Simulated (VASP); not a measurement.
# AlRu (Pm-3m) in VASP: notebook, part 2 of 2

VASP 6.6.1.

## Step 4: Relaxation of cell and atoms, PBEsol

This run uses another cell than the first one, of 13.39 Å³/atom, 1.015 times its volume.

INCAR reads:

```
SYSTEM = AlRu
PREC = Accurate ; ENCUT = 600
EDIFF = 1E-6 ; ISMEAR = -1
SIGMA = 0.08 ; LREAL = .FALSE.
LASPH = .TRUE. ; NELM = 80
ALGO = Normal ; ISIF = 3
LWAVE = .FALSE. ; LCHARG = .FALSE.
GGA = PS ; IBRION = 2
NSW = 100 ; EDIFFG = -0.002
```

KPOINTS reads:

```
regular mesh
0
G
  16 16 16
  0 0 0
```

POSCAR reads:

```
AlRu
1.0
    2.9916000000      0.0000000000      0.0000000000
    0.0000000000      2.9916000000      0.0000000000
    0.0000000000      0.0000000000      2.9916000000
Al Ru
1 1
Direct
    0.0000000000      0.0000000000      0.0000000000
    0.5000000000      0.5000000000      0.5000000000
```

Potentials or basis: VASP PAW PBE potentials, release 64 (Al, Ru_pv).

Launch:

```sh
> cat potpaw_PBE.64/Al/POTCAR potpaw_PBE.64/Ru_pv/POTCAR > POTCAR
> mpirun -np 1 vasp_std > vasp.out
```

OUTCAR:

```text
SYSTEM = AlRu
   PREC = Accurate
   ENCUT = 600
   EDIFF = 1E-6
   ISMEAR = -1
   LREAL = .FALSE.
   LASPH = .TRUE.
   NELM = 80
   ISIF = 3
   GGA = PS
   IBRION = 2
   NSW = 100
   EDIFFG = -0.002

 ion  position               nearest neighbor table
   1  0.000  0.000  0.000-   2 2.59   2 2.59   2 2.59   2 2.59   2 2.59   2 2.59   2 2.59   2 2.59

   2  0.500  0.500  0.500-   1 2.59   1 2.59   1 2.59   1 2.59   1 2.59   1 2.59   1 2.59   1 2.59

  LATTYP: Found a simple cubic cell.
 ALAT       =     2.9916000000

  Lattice vectors:

 A1 = (   2.9916000000,   0.0000000000,   0.0000000000)
 A2 = (   0.0000000000,   2.9916000000,   0.0000000000)
 A3 = (   0.0000000000,   0.0000000000,   2.9916000000)

Analysis of symmetry for initial positions (statically):
=====================================================================
 Subroutine PRICEL returns:
 Original cell was already a primitive cell.

 Routine SETGRP: Setting up the symmetry group for a
 simple cubic supercell.

 Subroutine GETGRP returns: Found 48 space group operations
 (whereof 48 operations were pure point group operations)
 out of a pool of 48 trial point group operations.

The static configuration has the point symmetry O_h .

Analysis of symmetry for dynamics (positions and initial velocities):
=====================================================================
 Subroutine PRICEL returns:
 Original cell was already a primitive cell.

 Routine SETGRP: Setting up the symmetry group for a
 simple cubic supercell.

 Subroutine GETGRP returns: Found 48 space group operations
 (whereof 48 operations were pure point group operations)
 out of a pool of 48 trial point group operations.

The dynamic configuration has the point symmetry O_h .

 Subroutine INISYM returns: Found 48 space group operations
 (whereof 48 operations are pure point group operations),
 and found     1 'primitive' translations

[... 131 lines left out ...]
   NGX = 11   NGY = 11   NGZ = 11

--------------------------------------- Ionic step        1  -------------------------------------------

 number of electron      16.9999995 magnetization

 Free energy of the ion-electron system (eV)
  ---------------------------------------------------
  ext. energy  EPLUGINS =         0.00000000
  ---------------------------------------------------
  free energy    TOTEN  =       -15.53146671 eV

  energy without entropy =      -15.49700604  energy(sigma->0) =      -15.51423637

------------------------ aborting loop because EDIFF is reached ----------------------------------------

  FORCE on cell =-STRESS in cart. coord.  units (eV):
  Direction    XX          YY          ZZ          XY          YZ          ZX
  --------------------------------------------------------------------------------------
  -------------------------------------------------------------------------------------
  Total       -0.5212725     -0.5212725     -0.5212725      0.0000000     -0.0000000      0.0000000
  in kB      -31.1935498    -31.1935498    -31.1935498      0.0000000     -0.0000000      0.0000000
  external PRESSURE =     -31.1935498 kB  Pullay stress =       0.0000000 kB
[... 59 lines left out ...]
--------------------------------------- Ionic step        3  -------------------------------------------

 number of electron      16.9999996 magnetization

 Free energy of the ion-electron system (eV)
  ---------------------------------------------------
  ext. energy  EPLUGINS =         0.00000000
  ---------------------------------------------------
  free energy    TOTEN  =       -15.53533671 eV

  energy without entropy =      -15.50152347  energy(sigma->0) =      -15.51843009

 E-fermi :  10.8256     XC(G=0): -12.7623

 val. band max:       10.8182627637   @ k =   0.2500   0.1250   0.0000
 cond. band min:      10.8284884807   @ k =   0.3750   0.1250   0.0625
 fundamental gap:      0.0102257170
 Fermi energy:        10.8255811987

 k-point     1 :       0.0000    0.0000    0.0000
  band No.  band energies     occupation
      1     -30.9095      2.00000
      2     -30.9095      2.00000
      3     -30.9095      2.00000
      4       1.0346      2.00000
      5       7.1328      2.00000
      6       7.1328      2.00000
      7      11.0011      0.20051
      8      11.0011      0.20051
      9      11.0011      0.20051
     10      16.9477      0.00000
     11      16.9477      0.00000
     12      16.9477      0.00000
[... 331 lines left out ...]
 k-point    24 :       0.5000    0.1250    0.0000
  band No.  band energies     occupation
      1     -31.1279      2.00000
      2     -30.9220      2.00000
      3     -30.8876      2.00000
      4       5.1970      2.00000
      5       5.2304      2.00000
      6       8.1191      2.00000
      7       9.1458      2.00000
      8       9.2356      2.00000
      9      10.9656      0.29609
     10      13.1152      0.00000
     11      18.4189      0.00000
     12      20.4702      0.00000

 [... further k-points ...]
[... 5 lines left out ...]
  --------------------------------------------------------------------------------------
  -------------------------------------------------------------------------------------
  Total       -0.0028782     -0.0028782     -0.0028782     -0.0000000     -0.0000000      0.0000000
  in kB       -0.1747767     -0.1747767     -0.1747767     -0.0000000     -0.0000000      0.0000000
  external PRESSURE =      -0.1747767 kB  Pullay stress =       0.0000000 kB
[... 17 lines left out ...]
  FREE ENERGIE OF THE ION-ELECTRON SYSTEM (eV)
  ---------------------------------------------------
  free  energy   TOTEN  =       -15.5353367090 eV

  energy  without entropy=      -15.5015234713  energy(sigma->0) =      -15.51843009

 reached required accuracy - stopping structural energy minimisation
```

OSZICAR:

```text
N       E                     dE             d eps       ncg     rms          rms(c)
DAV:   1     0.127580551464E+03    0.12758E+03   -0.10349E+04  4000   0.148E+03
DAV:   2    -0.136649648071E+02   -0.14125E+03   -0.13552E+03  4220   0.373E+02
[... 22 lines left out ...]
DAV:   1    -0.157310060852E+02   -0.20564E+00   -0.28782E+00  4072   0.243E+01    0.379E+00
DAV:   2    -0.155586580338E+02    0.17235E+00   -0.12113E+00  4168   0.131E+01    0.143E+00
DAV:   3    -0.155354685016E+02    0.23190E-01   -0.73383E-02  4160   0.318E+00    0.278E-01
DAV:   4    -0.155352803962E+02    0.18811E-03   -0.54180E-03  4136   0.515E-01    0.705E-02
DAV:   5    -0.155353159470E+02   -0.35551E-04   -0.26563E-04  4768   0.191E-01    0.529E-02
DAV:   6    -0.155353366029E+02   -0.20656E-04   -0.29354E-05  4412   0.578E-02    0.957E-03
DAV:   7    -0.155353367090E+02   -0.10606E-06   -0.26583E-06  4476   0.164E-02
   3 F= -.15535337E+02 E0= -.15518430E+02  d E =-.387000E-02
```

Wall time 30 s (1 thread of Intel Xeon 6975P-C (Granite Rapids), shared host); peak memory 0.2 GiB.

What came out:

| Property | Result |
| --- | --- |
| Free energy | -15.5353 eV |
| Relaxed volume | 13.19 Å³/atom |
| Relaxed cell | a = 2.977 Å, b = 2.977 Å, c = 2.977 Å, α = 90.00°, β = 90.00°, γ = 90.00° |
| Space group after relaxing (to 0.05 Å) | Pm-3m (No. 221) |
| Energy gained by relaxing | 1.9 meV/atom |
| Ionic steps | 3 |
| Pressure after relaxing | 0.0 GPa |

The path:
```
step  energy change (eV)  largest force (eV/Å)  pressure (GPa)  volume (Å³)
   1              0.0000                0.0000           -3.12        26.77
   2              0.0061                0.0000            5.39        25.78
   3             -0.0039                0.0000           -0.02        26.38
```

Final structure:
```
Al Ru
1.0
     2.97704    0.00000    0.00000
     0.00000    2.97704    0.00000
     0.00000    0.00000    2.97704
Al Ru
1 1
Direct
  0.00000 0.00000 0.00000
  0.50000 0.50000 0.50000
```

Levels at points of the mesh, in eV from the Fermi level:
```tsv
k point	band 6	band 7	band 8	band 9	band 10	band 11	band 12
(0.00, 0.00, 0.00)	-3.69	0.18	0.18	0.18	6.12	6.12	6.12
(0.50, 0.00, 0.00)	-2.88	-1.65	-1.65	0.44	2.32	7.42	11.05
(0.50, 0.50, 0.00)	-1.40	-1.40	-1.21	-1.21	1.55	5.35	6.41
(0.50, 0.50, 0.50)	-4.73	1.64	1.64	2.67	4.11	4.11	4.11
```

Caveat: the PAW data sets were made with another functional, which shifts forces and pressure a little.

## Step 5: The runs side by side

```tsv
cell	gap on the mesh (eV)	pressure (GPa)
relaxed to 10 GPa from a = 2.977 Å, 2 atoms	none	10.0
relaxed to 15 GPa from a = 2.977 Å, 2 atoms	none	15.0
relaxed from a = 2.992 Å, 2 atoms	none	0.0
```

Alike in all rows: task relaxation of cell and atoms; level PBEsol; potentials or basis VASP PAW PBE potentials, release 64 (Al, Ru_pv); no spin polarisation; k mesh 16 × 16 × 16; cutoff (eV) 600; smearing fermi-dirac 0.08 eV.

Caveats: the PAW data sets were made with another functional, which shifts forces and pressure a little; the cell is relaxed towards a set pressure, so the enthalpy falls and the energy may rise (some runs).

Total energies depend on the potentials used, so only differences within one code and one set of settings carry meaning.
